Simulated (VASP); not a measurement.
# SiC (Moissanite 6H) (P6_3mc) in VASP: relaxation of the atoms with PBE

Aim: the relaxation of the atoms of SiC (Moissanite 6H) with PBE.

Program: VASP 6.6.1. These are calculated values, not measurements. Logs are shortened: lines on timing, memory, paths and dates and some standing lists are left out, and cuts for length are marked.

### 1 The cell of the first run

Symmetry: P6_3mc, No. 186, hexagonal system. Conventional cell: a = 3.095 Å, b = 3.095 Å, c = 15.170 Å, α = 90.00°, β = 90.00°, γ = 120.00°. Si (site symmetry 3m) has 4 C at 1.90 Å within 2.5 Å. Si (site symmetry 3m) has 4 C at 1.90 Å within 2.5 Å. Si (site symmetry 3m) has 4 C at 1.90 Å within 2.5 Å. Within 2.5 Å of C (site symmetry 3m) lie 4 Si at 1.90 Å. C (site symmetry 3m) has 4 Si at 1.90 Å within 2.5 Å. C (site symmetry 3m) has 4 Si at 1.90 Å within 2.5 Å.

### 2 Relaxation of the atoms, PBE

Contents of INCAR:

```
SYSTEM = SiC
  ALGO = Normal
  EDIFF = 1E-6
  EDIFFG = -0.02
  ENCUT = 520
  GGA = PE
  IBRION = 2
  ISIF = 2
  ISMEAR = -1
  LASPH = .TRUE.
  LCHARG = .FALSE.
  LREAL = .FALSE.
  LWAVE = .FALSE.
  NELM = 80
  NSW = 80
  PREC = Accurate
  SIGMA = 0.02
```

Contents of KPOINTS:

```
k-points
0
G
  10 10 2
  0 0 0
```

Contents of POSCAR:

```
SiC
1.0
    3.0950000000      0.0000000000      0.0000000000
   -1.5475000000      2.6803486247      0.0000000000
    0.0000000000      0.0000000000     15.1700000000
Si C
6 6
Direct
    0.0000000000      0.0000000000      0.1250000000
    0.0000000000      0.0000000000      0.6250000000
    0.3333333333      0.6666666667      0.2917000000
    0.6666666667      0.3333333333      0.7917000000
    0.3333333333      0.6666666667      0.9583000000
    0.6666666667      0.3333333333      0.4583000000
    0.0000000000      0.0000000000      0.0000000000
    0.0000000000      0.0000000000      0.5000000000
    0.3333333333      0.6666666667      0.1667000000
    0.6666666667      0.3333333333      0.6667000000
    0.3333333333      0.6666666667      0.8333000000
    0.6666666667      0.3333333333      0.3333000000
```

Potentials or basis: VASP PAW PBE potentials, release 64 (Si, C).

Command:

```sh
cat potpaw_PBE.64/Si/POTCAR potpaw_PBE.64/C/POTCAR > POTCAR
mpirun -np 1 vasp_std > vasp.out
```

OUTCAR:

```text
SYSTEM = SiC
   EDIFF = 1E-6
   EDIFFG = -0.02
   ENCUT = 520
   GGA = PE
   IBRION = 2
   ISIF = 2
   ISMEAR = -1
   LASPH = .TRUE.
   LREAL = .FALSE.
   NELM = 80
   NSW = 80
   PREC = Accurate

 ion  position               nearest neighbor table
   1  0.000  0.000  0.125-   9 1.90   9 1.90   9 1.90   7 1.90   5 3.10   3 3.10   3 3.10   5 3.10
                             5 3.10   3 3.10
   2  0.000  0.000  0.625-  10 1.90  10 1.90  10 1.90   8 1.90   6 3.10   4 3.10   6 3.10   4 3.10
                             4 3.10   6 3.10
   3  0.333  0.667  0.292-  12 1.90  12 1.90  12 1.90   9 1.90   6 3.10   6 3.10   6 3.10   1 3.10
                             1 3.10   1 3.10
   4  0.667  0.333  0.792-  11 1.90  11 1.90  11 1.90  10 1.90   5 3.10   5 3.10   5 3.10   2 3.10
                             2 3.10   2 3.10
   5  0.333  0.667  0.958-   7 1.90   7 1.90   7 1.90  11 1.90   4 3.10   4 3.10   4 3.10   1 3.10
                             1 3.10   1 3.10
   6  0.667  0.333  0.458-   8 1.90   8 1.90   8 1.90  12 1.90   3 3.10   3 3.10   3 3.10   2 3.10
                             2 3.10   2 3.10
   7  0.000  0.000  0.000-   5 1.90   5 1.90   5 1.90   1 1.90
   8  0.000  0.000  0.500-   6 1.90   6 1.90   6 1.90   2 1.90
   9  0.333  0.667  0.167-   1 1.90   1 1.90   1 1.90   3 1.90
  10  0.667  0.333  0.667-   2 1.90   2 1.90   2 1.90   4 1.90
  11  0.333  0.667  0.833-   4 1.90   4 1.90   4 1.90   5 1.90
  12  0.667  0.333  0.333-   3 1.90   3 1.90   3 1.90   6 1.90

  LATTYP: Found a hexagonal cell.
 ALAT       =     3.0950000000
 C/A-ratio  =     4.9014539580

  Lattice vectors:

 A1 = (   3.0950000000,   0.0000000000,   0.0000000000)
 A2 = (  -1.5475000000,   2.6803486247,   0.0000000000)
 A3 = (   0.0000000000,   0.0000000000,  15.1700000000)

Analysis of symmetry for initial positions (statically):
=====================================================================
 Subroutine PRICEL returns:
 Original cell was already a primitive cell.

 Routine SETGRP: Setting up the symmetry group for a
 hexagonal supercell.

 Subroutine GETGRP returns: Found 12 space group operations
 (whereof  6 operations were pure point group operations)
 out of a pool of 24 trial point group operations.

The static configuration has the point symmetry C_3v.
 The point group associated with its full space group is C_6v.

Analysis of symmetry for dynamics (positions and initial velocities):
=====================================================================
 Subroutine PRICEL returns:
 Original cell was already a primitive cell.

 Routine SETGRP: Setting up the symmetry group for a
 hexagonal supercell.

 Subroutine GETGRP returns: Found 12 space group operations
 (whereof  6 operations were pure point group operations)
[... 136 lines left out ...]
   EMIN   =  10.00;   EMAX   =-10.00  energy-range for DOS
   EFERMI =   0.00;   METHOD = LEGACY
   ISMEAR =    -1;   SIGMA  =   0.02  broadening in eV -4-tet -1-fermi 0-gaus
   EFERMI_NEDOS =   21; number of points for ismear=-14 and -15
   IALGO  =     38    algorithm
   IMIX   =      4    mixing-type and parameters
     AMIX     =   0.40;   BMIX     =  1.00
     AMIX_MAG =   1.60;   BMIX_MAG =  1.00
  volume/ion in A,a.u.               =      10.49        70.77
  Fermi-wavevector in a.u.,A,eV,Ry     =   1.187252  2.243580 19.178312  1.409566
  Thomas-Fermi vector in A             =   2.323407
   LORBIT       =      0    0 simple, 1 ext, 2 COOP (PROOUT), +10 PAW based schemes
   GGA     = PE    functional components
   LHFCALC =     F    Hartree Fock is set to
   AEXX    =    0.0000 exact exchange contribution
   IVDW    =     0    specifies the selected vdW correction
   LEPSILON=     F    determine dielectric tensor
   LRPA    =     F    only Hartree local field effects (RPA)
 conjugate gradient relaxation of ions
 non-spin polarized calculation
  energy-cutoff  :      520.00
  volume of cell :      125.85
 maximum number of plane-waves:      3436
 NGX is ok and might be reduce to    24
   NGX = 11   NGY = 11   NGZ = 57

--------------------------------------- Ionic step        1  -------------------------------------------

 number of electron      48.0000002 magnetization

 Free energy of the ion-electron system (eV)
  ---------------------------------------------------
  ext. energy  EPLUGINS =         0.00000000
  ---------------------------------------------------
  free energy    TOTEN  =       -90.37227291 eV

  energy without entropy =      -90.37227291  energy(sigma->0) =      -90.37227291

------------------------ aborting loop because EDIFF is reached ----------------------------------------

  FORCE on cell =-STRESS in cart. coord.  units (eV):
  Direction    XX          YY          ZZ          XY          YZ          ZX
  --------------------------------------------------------------------------------------
  -------------------------------------------------------------------------------------
  Total       -0.0586854     -0.0586854      0.5468250      0.0000000      0.0000000      0.0000000
  in kB       -0.7471423     -0.7471423      6.9617983      0.0000000      0.0000000      0.0000000
  external PRESSURE =       1.8225045 kB  Pullay stress =       0.0000000 kB
[... 125 lines left out ...]
--------------------------------------- Ionic step        4  -------------------------------------------

 number of electron      48.0000002 magnetization

 Free energy of the ion-electron system (eV)
  ---------------------------------------------------
  ext. energy  EPLUGINS =         0.00000000
  ---------------------------------------------------
  free energy    TOTEN  =       -90.37314707 eV

  energy without entropy =      -90.37314707  energy(sigma->0) =      -90.37314707

 E-fermi :   8.4249     XC(G=0): -11.2953

 val. band max:        7.9972362610   @ k =   0.0000   0.0000   0.0000
 cond. band min:      10.0306024446   @ k =   0.5000  -0.0000   0.0000
 fundamental gap:      2.0333661837
 Fermi energy:         8.4249080964

 k-point     1 :       0.0000    0.0000    0.0000
  band No.  band energies     occupation
      1      -7.3487      2.00000
      2      -6.8316      2.00000
      3      -6.7971      2.00000
      4      -5.3182      2.00000
      5      -5.2887      2.00000
      6      -3.8252      2.00000
[... 805 lines left out ...]
     30      13.2433      0.00000
     31      13.7318      0.00000

 [... further k-points ...]

------------------------ aborting loop because EDIFF is reached ----------------------------------------

  FORCE on cell =-STRESS in cart. coord.  units (eV):
  Direction    XX          YY          ZZ          XY          YZ          ZX
  --------------------------------------------------------------------------------------
  -------------------------------------------------------------------------------------
  Total        0.0103912      0.0103912      0.4054252     -0.0000000      0.0000000      0.0000000
  in kB        0.1322941      0.1322941      5.1615935     -0.0000000      0.0000000      0.0000000
  external PRESSURE =       1.8087272 kB  Pullay stress =       0.0000000 kB
[... 27 lines left out ...]
  FREE ENERGIE OF THE ION-ELECTRON SYSTEM (eV)
  ---------------------------------------------------
  free  energy   TOTEN  =       -90.3731470669 eV

  energy  without entropy=      -90.3731470669  energy(sigma->0) =      -90.37314707

 reached required accuracy - stopping structural energy minimisation
```

OSZICAR:

```text
N       E                     dE             d eps       ncg     rms          rms(c)
DAV:   1     0.145176499353E+03    0.14518E+03   -0.22340E+04  1736   0.140E+03
DAV:   2    -0.883415587906E+02   -0.23352E+03   -0.22200E+03  2352   0.226E+02
DAV:   3    -0.101020607361E+03   -0.12679E+02   -0.12602E+02  2128   0.548E+01
[... 27 lines left out ...]
DAV:   1    -0.903731316311E+02   -0.81649E-04   -0.78375E-03  1785   0.520E-01    0.304E-02
DAV:   2    -0.903731558388E+02   -0.24208E-04   -0.37713E-04  2248   0.107E-01    0.196E-02
DAV:   3    -0.903731492567E+02    0.65821E-05   -0.13205E-05  2175   0.223E-02    0.114E-02
DAV:   4    -0.903731472849E+02    0.19719E-05   -0.16597E-05  2114   0.197E-02    0.437E-03
DAV:   5    -0.903731470669E+02    0.21802E-06   -0.75682E-07  1400   0.699E-03
   4 F= -.90373147E+02 E0= -.90373147E+02  d E =-.971685E-04
```

CONTCAR:

```text
SiC
   1.00000000000000
     3.0950000000000002    0.0000000000000000    0.0000000000000000
    -1.5475000000000001    2.6803486247000001    0.0000000000000000
     0.0000000000000000    0.0000000000000000   15.1699999999999999
  Si              C
     6     6
Direct
     1.0000000000000000    1.0000000000000000    0.1250644966504207
     1.0000000000000000    0.0000000000000000    0.6250644966504207
     0.3333333332999970    0.6666666667000030    0.2918551799676517
     0.6666666667000030    0.3333333332999970    0.7918551799676516
     0.3333333332999970    0.6666666667000030    0.9583248977539809
     0.6666666667000030    0.3333333332999970    0.4583248977539808
     0.0000000000000000    1.0000000000000000    0.9996674317299326
     1.0000000000000000    1.0000000000000000    0.4996674317299324
     0.3333333332999970    0.6666666667000030    0.1668021801033855
     0.6666666667000030    0.3333333332999970    0.6668021801033855
     0.3333333332999970    0.6666666667000030    0.8332858137946287
     0.6666666667000030    0.3333333332999970    0.3332858137946287

  0.00000000E+00  0.00000000E+00  0.00000000E+00
  0.00000000E+00  0.00000000E+00  0.00000000E+00
  0.00000000E+00  0.00000000E+00  0.00000000E+00
  0.00000000E+00  0.00000000E+00  0.00000000E+00
  0.00000000E+00  0.00000000E+00  0.00000000E+00
  0.00000000E+00  0.00000000E+00  0.00000000E+00
  0.00000000E+00  0.00000000E+00  0.00000000E+00
  0.00000000E+00  0.00000000E+00  0.00000000E+00
  0.00000000E+00  0.00000000E+00  0.00000000E+00
  0.00000000E+00  0.00000000E+00  0.00000000E+00
  0.00000000E+00  0.00000000E+00  0.00000000E+00
  0.00000000E+00  0.00000000E+00  0.00000000E+00
```

Run time: 5 min. Hardware: 1 thread of Oxide Virtual Turin-like, shared host; peak memory 0.25 GiB.

What came out:

| Property | Result |
| --- | --- |
| Free energy | -90.3731 eV |
| Energy gained by relaxing | 0.1 meV/atom |
| Ionic steps | 4 |
| Pressure after relaxing | 0.2 GPa |
| Largest force after relaxing | 0.012 eV/Å |
| Band gap on the k mesh | 2.03 eV, indirect (least direct gap 3.13 eV) |

Forces on the atoms (eV/Å):
```
Si   0.000  0.000 -0.003
Si   0.000  0.000 -0.003
Si   0.000  0.000 -0.012
Si   0.000  0.000 -0.012
Si   0.000  0.000  0.001
Si   0.000  0.000  0.001
C    0.000  0.000  0.000
C    0.000  0.000  0.000
C    0.000  0.000  0.008
C    0.000  0.000  0.008
C    0.000  0.000  0.006
C    0.000  0.000  0.006
```

Stress tensor (GPa, compression positive):
```
0.01 0.00 0.00
0.00 0.01 0.00
0.00 0.00 0.52
```

The path:
```
step  energy change (eV)  largest force (eV/Å)  pressure (GPa)
   1              0.0000                0.1416            0.18
   2             -0.0004                0.0874            0.18
   3             -0.0008                0.0345            0.18
   4             -0.0009                0.0119            0.18
```

Final structure:
```
Si C
1.0
     3.09500    0.00000    0.00000
    -1.54750    2.68035    0.00000
     0.00000    0.00000   15.17000
Si C
6 6
Cartesian
  1.5475 2.6803 1.8972
  3.0950 0.0000 9.4822
  0.0000 1.7869 4.4274
  1.5475 0.8934 12.0124
  0.0000 1.7869 14.5378
  1.5475 0.8934 6.9528
  -1.5475 2.6803 15.1650
  1.5475 2.6803 7.5800
  0.0000 1.7869 2.5304
  1.5475 0.8934 10.1154
  0.0000 1.7869 12.6409
  1.5475 0.8934 5.0559
```

A k mesh can miss the band edges. PBE gaps usually lie below the measured ones, often by a third to a half.
